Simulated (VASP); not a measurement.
# Rb (P6_3/mmc) in VASP: further runs

Runs on Rb. Level: PBE. Tasks: relaxation of cell and atoms.

All numbers are computed with VASP 6.6.1; they aren't measurements. Logs are shortened: lines on timing, memory, paths and dates and some standing lists are left out, and cuts for length are marked.

**1. The cell of the first run**

The structure is hexagonal, space group P6_3/mmc (No. 194). Conventional cell: a = 3.800 Å, b = 3.800 Å, c = 6.156 Å, α = 90.00°, β = 90.00°, γ = 120.00°. Within 5.0 Å of Rb (site symmetry -6m2) lie 12 Rb at 3.78 to 3.80 Å.

**2. Relaxation of cell and atoms, PBE, target pressure 10 GPa, at which the enthalpy is minimised**

Contents of INCAR:

```
SYSTEM = Rb
PREC = Accurate ; ENCUT = 600
EDIFF = 1E-6 ; ISMEAR = -1
SIGMA = 0.08 ; LREAL = .FALSE.
LASPH = .TRUE. ; NELM = 100
ALGO = Normal ; ISIF = 3
LWAVE = .FALSE. ; LCHARG = .FALSE.
GGA = PE ; IBRION = 2
NSW = 60 ; EDIFFG = -0.005
PSTRESS = 100.0
```

Contents of KPOINTS:

```
regular mesh
0
G
  12 12 7
  0 0 0
```

Contents of POSCAR:

```
Rb
1.0
    3.8002302001      0.0000000000      0.0000000000
   -1.9001151000      3.2910958935      0.0000000000
    0.0000000000      0.0000000000      6.1563729241
Rb
2
Direct
    0.3333333333      0.6666666667      0.2500000000
    0.6666666667      0.3333333333      0.7500000000
```

Potentials or basis: VASP PAW PBE potentials, release 64 (Rb_sv).

Launch:

```sh
$ cat potpaw_PBE.64/Rb_sv/POTCAR > POTCAR
$ mpirun -np 1 vasp_std > vasp.out
```

OUTCAR:

```text
SYSTEM = Rb
   PREC = Accurate
   ENCUT = 600
   EDIFF = 1E-6
   ISMEAR = -1
   LREAL = .FALSE.
   LASPH = .TRUE.
   NELM = 100
   ISIF = 3
   GGA = PE
   IBRION = 2
   NSW = 60
   EDIFFG = -0.005
   PSTRESS = 100.0

 ion  position               nearest neighbor table
   1  0.333  0.667  0.250-   2 3.78   2 3.78   2 3.78   2 3.78   2 3.78   2 3.78   2 5.36   2 5.36
                             2 5.36   2 5.36   2 5.36   2 5.36
   2  0.667  0.333  0.750-   1 3.78   1 3.78   1 3.78   1 3.78   1 3.78   1 3.78   1 5.36   1 5.36
                             1 5.36   1 5.36   1 5.36   1 5.36

  LATTYP: Found a hexagonal cell.
 ALAT       =     3.8002302001
 C/A-ratio  =     1.6200000000

  Lattice vectors:

 A1 = (   3.8002302001,   0.0000000000,   0.0000000000)
 A2 = (  -1.9001151000,   3.2910958935,   0.0000000000)
 A3 = (   0.0000000000,   0.0000000000,   6.1563729241)

Analysis of symmetry for initial positions (statically):
=====================================================================
 Subroutine PRICEL returns:
 Original cell was already a primitive cell.

 Routine SETGRP: Setting up the symmetry group for a
 hexagonal supercell.

 Subroutine GETGRP returns: Found 24 space group operations
 (whereof 12 operations were pure point group operations)
 out of a pool of 24 trial point group operations.

The static configuration has the point symmetry D_3d.
 The point group associated with its full space group is D_6h.

Analysis of symmetry for dynamics (positions and initial velocities):
=====================================================================
 Subroutine PRICEL returns:
 Original cell was already a primitive cell.

 Routine SETGRP: Setting up the symmetry group for a
 hexagonal supercell.

 Subroutine GETGRP returns: Found 24 space group operations
 (whereof 12 operations were pure point group operations)
 out of a pool of 24 trial point group operations.

The dynamic configuration has the point symmetry D_3d.
 The point group associated with its full space group is D_6h.

 Subroutine INISYM returns: Found 24 space group operations
 (whereof 12 operations are pure point group operations),
 and found     1 'primitive' translations

----------------------------------------------------------------------------------------

                                     Primitive cell

  volume of cell :      76.9973

  direct lattice vectors                    reciprocal lattice vectors
     3.800230200  0.000000000  0.000000000     0.263141954  0.151925078  0.000000000
[... 101 lines left out ...]
   ISMEAR =    -1;   SIGMA  =   0.08  broadening in eV -4-tet -1-fermi 0-gaus
   EFERMI_NEDOS =   21; number of points for ismear=-14 and -15
   IALGO  =     38    algorithm
   IMIX   =      4    mixing-type and parameters
     AMIX     =   0.40;   BMIX     =  1.00
     AMIX_MAG =   1.60;   BMIX_MAG =  1.00
  volume/ion in A,a.u.               =      38.50       259.80
  Fermi-wavevector in a.u.,A,eV,Ry     =   1.008495  1.905780 13.837979  1.017063
  Thomas-Fermi vector in A             =   2.141366
   LORBIT       =      0    0 simple, 1 ext, 2 COOP (PROOUT), +10 PAW based schemes
   GGA     = PE    functional components
   LHFCALC =     F    Hartree Fock is set to
   AEXX    =    0.0000 exact exchange contribution
   IVDW    =     0    specifies the selected vdW correction
   LEPSILON=     F    determine dielectric tensor
   LRPA    =     F    only Hartree local field effects (RPA)
 conjugate gradient relaxation of ions
 non-spin polarized calculation
  energy-cutoff  :      600.00
  volume of cell :       77.00
 maximum number of plane-waves:      2593
   NGX = 15   NGY = 15   NGZ = 25

--------------------------------------- Ionic step        1  -------------------------------------------

 number of electron      17.9999999 magnetization

 Free energy of the ion-electron system (eV)
  ---------------------------------------------------
  ext. energy  EPLUGINS =         0.00000000
  ---------------------------------------------------
  free energy    TOTEN  =        -0.05138296 eV

  energy without entropy =       -0.00796937  energy(sigma->0) =       -0.02967616

------------------------ aborting loop because EDIFF is reached ----------------------------------------

  FORCE on cell =-STRESS in cart. coord.  units (eV):
  Direction    XX          YY          ZZ          XY          YZ          ZX
  --------------------------------------------------------------------------------------
  -------------------------------------------------------------------------------------
  Total        4.8578463      4.8578463      5.0403791      0.0000000      0.0000000     -0.0000000
  in kB      101.0832012    101.0832012    104.8813875      0.0000000      0.0000000     -0.0000000
  external PRESSURE =       2.3492633 kB  Pullay stress =     100.0000000 kB
[... 291 lines left out ...]
--------------------------------------- Ionic step        9  -------------------------------------------

 number of electron      18.0000000 magnetization

 Free energy of the ion-electron system (eV)
  ---------------------------------------------------
  ext. energy  EPLUGINS =         0.00000000
  ---------------------------------------------------
  free energy    TOTEN  =        -0.09539773 eV

  energy without entropy =       -0.05241157  energy(sigma->0) =       -0.07390465

 E-fermi :   3.0410     XC(G=0):  -8.0418

 val. band max:        3.0225167180   @ k =   0.3333   0.1667   0.2857
 cond. band min:       3.0819809091   @ k =   0.3333   0.1667   0.4286
 fundamental gap:      0.0594641911
 Fermi energy:         3.0409520765

 k-point     1 :       0.0000    0.0000    0.0000
  band No.  band energies     occupation
      1     -26.1108      2.00000
      2     -25.9663      2.00000
      3     -10.8594      2.00000
      4      -9.7781      2.00000
      5      -9.7781      2.00000
      6      -9.6538      2.00000
      7      -9.6430      2.00000
      8      -9.6430      2.00000
      9       0.0045      2.00000
     10       2.7041      1.97078
     11       5.2176      0.00000
     12       6.9013      0.00000
     13       6.9465      0.00000
[... 354 lines left out ...]
  band No.  band energies     occupation
      1     -25.9985      2.00000
      2     -25.9234      2.00000
      3     -10.6169      2.00000
      4     -10.4429      2.00000
      5     -10.3358      2.00000
      6      -9.9767      2.00000
      7      -9.8049      2.00000
      8      -9.7661      2.00000
      9       2.1417      1.99997
     10       3.5988      0.00187
     11       4.0720      0.00001
     12       5.0584      0.00000
     13       6.1271      0.00000

 [... further k-points ...]
[... 5 lines left out ...]
  --------------------------------------------------------------------------------------
  -------------------------------------------------------------------------------------
  Total        4.8488220      4.8488220      4.8519437      0.0000000      0.0000000     -0.0000000
  in kB      100.0149763    100.0149763    100.0793666      0.0000000      0.0000000     -0.0000000
  external PRESSURE =       0.0364397 kB  Pullay stress =     100.0000000 kB
[... 21 lines left out ...]
  energy  without entropy=       -0.0524115684  energy(sigma->0) =       -0.07390465

  enthalpy is  TOTEN    =         4.7526981607 eV   P V=        4.8480958886

 reached required accuracy - stopping structural energy minimisation
```

OSZICAR:

```text
N       E                     dE             d eps       ncg     rms          rms(c)
DAV:   1     0.111582550120E+03    0.11158E+03   -0.88611E+03  1976   0.132E+03
DAV:   2     0.760987611605E+01   -0.10397E+03   -0.10036E+03  2693   0.235E+02
[... 66 lines left out ...]
DAV:   1    -0.973553255851E-01   -0.10874E-01   -0.14415E-01  1981   0.284E+00    0.214E-01
DAV:   2    -0.960324553046E-01    0.13229E-02   -0.20166E-03  2656   0.326E-01    0.123E-01
DAV:   3    -0.954009355817E-01    0.63152E-03   -0.19848E-03  2446   0.334E-01    0.302E-02
DAV:   4    -0.954011538918E-01   -0.21831E-06   -0.85361E-05  2926   0.667E-02    0.188E-02
DAV:   5    -0.953985895042E-01    0.25644E-05   -0.12176E-05  2461   0.283E-02    0.866E-03
DAV:   6    -0.953977278434E-01    0.86166E-06   -0.17460E-06  1363   0.105E-02
   9 F= 0.47526982E+01 E0= 0.47741912E+01  d E =-.617535E-03
```

CONTCAR:

```text
Rb
   1.00000000000000
     3.7863051890914590    0.0000000000469543   -0.0000000000000000
    -1.8931525944552490    3.2790364801701224   -0.0000000000000000
    -0.0000000000000000   -0.0000000000000000    6.2563338921331830
  Rb
     2
Direct
     0.3333333332999970    0.6666666667000030    0.2500000000000000
     0.6666666667000030    0.3333333332999970    0.7500000000000000

  0.00000000E+00  0.00000000E+00  0.00000000E+00
  0.00000000E+00  0.00000000E+00  0.00000000E+00
```

Wall time 9 min (1 thread of Oxide Virtual Turin-like, shared host); peak memory 0.23 GiB.

Results:

```yaml
Free_energy: -0.0954 eV
Relaxed_volume: 38.84 Å³/atom
Relaxed_cell: a = 3.786 Å, b = 3.786 Å, c = 6.256 Å, α = 90.00°, β = 90.00°, γ = 120.00°
Space_group_after_relaxing_to_0.05_Å: P6_3/mmc (No. 194)
Energy_change_on_relaxing_the_enthalpy_is_what_falls: -22.0 meV/atom
Ionic_steps: 9
Pressure_after_relaxing: 10.0 GPa
Band_gap_on_the_k_mesh: zero (band 9 reaches 4.00 eV, above the bottom of band 10 at 1.76 eV)
```

The path:
```tsv
step	energy change (eV)	largest force (eV/Å)	pressure (GPa)	volume (Å³)
1	0.0000	0.0000	10.23	77.00
2	-0.0403	0.0000	10.02	77.63
3	-0.0601	0.0000	9.94	77.94
4	-0.0641	0.0000	9.88	78.01
5	-0.0618	0.0000	9.91	77.97
6	-0.0562	0.0000	9.93	77.87
7	-0.0494	0.0000	9.96	77.76
8	-0.0351	0.0000	10.04	77.53
9	-0.0440	0.0000	10.00	77.68
```

Final structure:
```
Rb
1.0
     3.78631    0.00000    0.00000
    -1.89315    3.27904    0.00000
     0.00000    0.00000    6.25633
Rb
2
Cartesian
  0.0000 2.1860 1.5641
  1.8932 1.0930 4.6922
```

Caveat: the cell is relaxed towards a set pressure, so the enthalpy falls and the energy may rise.

**3. Relaxation of cell and atoms, PBE, target pressure 10 GPa, at which the enthalpy is minimised**

This run uses another cell than the first one, of 38.82 Å³/atom, 1.008 times its volume.

Contents of INCAR:

```
SYSTEM = Rb
  PREC = Accurate
  ENCUT = 600
  EDIFF = 1E-6
  ISMEAR = -1
  SIGMA = 0.08
  LREAL = .False.
  LASPH = .True.
  NELM = 80
  ALGO = Normal
  ISIF = 3
  LWAVE = .False.
  LCHARG = .False.
  GGA = PE
  IBRION = 2
  NSW = 32
  EDIFFG = -0.005
  PSTRESS = 100.0
```

Contents of KPOINTS:

```
regular mesh
0
Gamma
  12 12 7
  0 0 0
```

Contents of POSCAR:

```
Rb
1.0
    3.7857735332      0.0000000000      0.0000000000
   -1.8928867666      3.2785760527      0.0000000000
    0.0000000000      0.0000000000      6.2549164499
Rb
2
Direct
    0.3333333333      0.6666666667      0.2500000000
    0.6666666667      0.3333333333      0.7500000000
```

Potentials or basis: VASP PAW PBE potentials, release 64 (Rb_sv).

Launch:

```sh
$ cat potpaw_PBE.64/Rb_sv/POTCAR > POTCAR
$ mpirun -np 1 vasp_std > vasp.out
```

Wall time 78 s (1 thread of Oxide Virtual Turin-like, shared host); peak memory 0.21 GiB.

The run converged. Its results:

| Property | Result |
| --- | --- |
| Free energy | -0.0929 eV |
| Pressure after relaxing | 10.0 GPa |
| Band gap on the k mesh | zero (band 9 reaches 4.00 eV, above the bottom of band 10 at 1.76 eV) |

Final structure:
```
CELL_PARAMETERS angstrom
3.78577 0.00000 0.00000
-1.89289 3.27858 0.00000
0.00000 0.00000 6.25492
ATOMIC_POSITIONS crystal
Rb 0.33333 0.66667 0.25000
Rb 0.66667 0.33333 0.75000
```

Levels at points of the mesh, in eV from the Fermi level:
| k point | band 6 | band 7 | band 8 | band 9 | band 10 | band 11 | band 12 | band 13 |
| --- | --- | --- | --- | --- | --- | --- | --- | --- |
| (0.00, 0.00, 0.00) | -12.69 | -12.68 | -12.68 | -3.04 | -0.34 | 2.18 | 3.89 | 3.91 |
| (0.50, 0.00, 0.00) | -13.09 | -12.96 | -12.83 | 0.06 | 0.22 | 0.43 | 1.88 | 3.05 |

Caveat: the relaxation stopped at its first step, so nothing moved; the cell is relaxed towards a set pressure, so the enthalpy falls and the energy may rise.
